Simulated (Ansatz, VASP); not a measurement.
# Ti4C3 in VASP and in Ansatz

```xyz
7
Lattice="6.2968 0.0000 0.0000 0.0000 6.2968 0.0000 0.0000 0.0000 2.8527" Properties=species:S:1:pos:R:3 pbc="T T T"
Ti    4.3173    0.0000    1.6312
Ti    1.9794    0.0000    1.6312
Ti    0.0000    4.3173    1.6312
Ti    0.0000    1.9794    1.6312
C     0.0000    0.0000    0.2051
C     0.0000    0.0000    1.6315
C     3.1484    3.1484    1.6283
```

Alike in both runs: functional PBE; k mesh 3 × 3 × 5; occupations gaussian, width 0.2 eV; no spin polarisation.

Ansatz relaxed the structure, and its values are those at the end. VASP's run is a single point on that final structure, the one shown.

```csv
,VASP,Ansatz
version,VASP 6.6.1,Ansatz 0.2.0
potentials or method,"VASP PAW PBE potentials, release 64 (Ti_sv, C), cutoff 600 eV","scalar-relativistic, plane waves, PAW"
valence electrons in the cell,60,60
```

```csv
,VASP,Ansatz,Ansatz less VASP
gap on the k mesh at the Fermi level (eV),none,none,-
pressure (GPa),0.1,0.0,-0.06
rms of the force components (eV/Å),0.005,0.010,+0.0050
```

A gap of «none» marks a metal or a gap that the smearing closes.

The k mesh is coarse, so the values compare programs but aren't converged.
